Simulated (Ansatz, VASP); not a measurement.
# MnHg: VASP beside Ansatz

```
Hg Mn
1.0
    -3.32500    0.00000   -3.32500
     0.00000   -3.32500    0.00000
    -3.32500    0.00000    3.32500
Hg Mn
2 2
Direct
  0.00000 0.00000 0.00000
  0.50000 0.00000 0.50000
  0.00000 0.50000 0.50000
  0.50000 0.50000 0.00000
```

Alike in both runs: task single point; functional LDA; k mesh 6 × 8 × 6; occupations fermi-dirac, width 0.1 eV; collinear spin.

|  | VASP | Ansatz |
| --- | --- | --- |
| version | VASP 6.6.1 | Ansatz 0.2.0 |
| potentials or method | VASP PAW LDA potentials, release 64 (Hg, Mn_pv), cutoff 520 eV | PAW, plane waves, scalar-relativistic |
| valence electrons in the cell | 50 | 70 |

VASP gave:

- pressure (GPa): -16.3
- traceless stress, the component that is largest in VASP (GPa): 0.71
- net moment per atom (μB): 0.94
- size of the moment on the site where the two differ most (μB): 0.15

**Question.** What did Ansatz give for the same quantities?

**Answer.** Pressure (GPa): -10.2; traceless stress, the component that is largest in VASP (GPa): 0.37; net moment per atom (μB): 1.92; size of the moment on the site where the two differ most (μB): 3.77.

The net moments are unlike, so the other rows may belong to different states. LDA's correlation is that of Perdew and Zunger in VASP and of Perdew and Wang (1992) in Ansatz. Site moments also hang on the region over which each program counts them. VASP's potentials hold 50 valence electrons a cell and Ansatz's 70, so a difference there can come from the potentials and not from the codes.

Spin-orbit coupling is off throughout.
